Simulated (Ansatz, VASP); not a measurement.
## NaSrYWO6: VASP beside Ansatz

Contents of INCAR:

```
  PREC = Accurate
  ENCUT = 520
  EDIFF = 1E-7
  ISMEAR = 0
  SIGMA = 0.02
  LREAL = F
  LASPH = T
  NELM = 100
  ALGO = Normal
  ISIF = 2
  LWAVE = F
  LCHARG = F
  GGA = PE
  NBANDS = 50
```

File KPOINTS:

```
regular mesh
0
Gamma
  6 6 6
```

Contents of POSCAR:

```
NaSrYWO6
1.0
    0.0000000000      4.1720183400      4.1720183400
    4.1720183400      0.0000000000      4.1720183400
    4.1720183400      4.1720183400      0.0000000000
Na Sr Y W O
1 1 1 1 6
Direct
    0.2500000000      0.2500000000      0.2500000000
    0.7500000000      0.7500000000      0.7500000000
    0.5000000000      0.5000000000      0.5000000000
    0.0000000000      0.0000000000      0.0000000000
    0.7666654300      0.2333345700      0.2333345700
    0.2333345700      0.7666654300      0.7666654300
    0.7666654300      0.7666654300      0.2333345700
    0.2333345700      0.2333345700      0.7666654300
    0.2333345700      0.7666654300      0.2333345700
    0.7666654300      0.2333345700      0.7666654300
```

Input for Ansatz:

```yaml
crystal:
  lattice:
    - [0.0, 4.17201834, 4.17201834]
    - [4.17201834, 0.0, 4.17201834]
    - [4.17201834, 4.17201834, 0.0]
  atoms:
    - { symbol: Na, position: [0.25, 0.25, 0.25] }
    - { symbol: Sr, position: [0.75, 0.75, 0.75] }
    - { symbol: "Y", position: [0.5, 0.5, 0.5] }
    - { symbol: W, position: [0.0, 0.0, 0.0] }
    - { symbol: O, position: [0.76666543, 0.23333457, 0.23333457] }
    - { symbol: O, position: [0.23333457, 0.76666543, 0.76666543] }
    - { symbol: O, position: [0.76666543, 0.76666543, 0.23333457] }
    - { symbol: O, position: [0.23333457, 0.23333457, 0.76666543] }
    - { symbol: O, position: [0.23333457, 0.76666543, 0.23333457] }
    - { symbol: O, position: [0.76666543, 0.23333457, 0.76666543] }
basis:
  ecutwfc: 420
kpoints:
  mp_grid: { grid: [6, 6, 6] }
hamiltonian:
  xc: pbe
scf:
  occupations: { method: gaussian, width: 0.02 }
output:
  forces: true
  stress: true
  eigenvalues: true
  populations: true
  write_density: true
  write_potential: true
  elf: true
  volumetric_format: npy
```

Alike in both runs: task single point; functional PBE; k mesh 6 × 6 × 6; occupations gaussian, width 0.02 eV; no spin polarisation.

```csv
,VASP,Ansatz
version,VASP 6.6.1,Ansatz 0.2.0
potentials or method,"VASP PAW PBE potentials, release 64 (Na_pv, Sr_sv, Y_sv, W_sv, O), cutoff 520 eV","scalar-relativistic, plane waves, PAW"
valence electrons in the cell,78,80
```

Ansatz gave:

* gap on the k mesh at the Fermi level (eV): 2.45
* least direct gap on the mesh (eV): 2.47
* pressure (GPa): -3.2
* rms of the force components (eV/Å): 0.202

Problem. Estimate VASP's values.

Solution. gap on the k mesh at the Fermi level (eV): 2.43; least direct gap on the mesh (eV): 2.45; pressure (GPa): -2.6; rms of the force components (eV/Å): 0.134.

Atom by atom the forces differ by 0.069 eV/Å (rms over components). VASP's potentials hold 78 valence electrons a cell and Ansatz's 80, so a difference there can come from the potentials and not from the codes.

Neither program's run includes spin-orbit coupling.
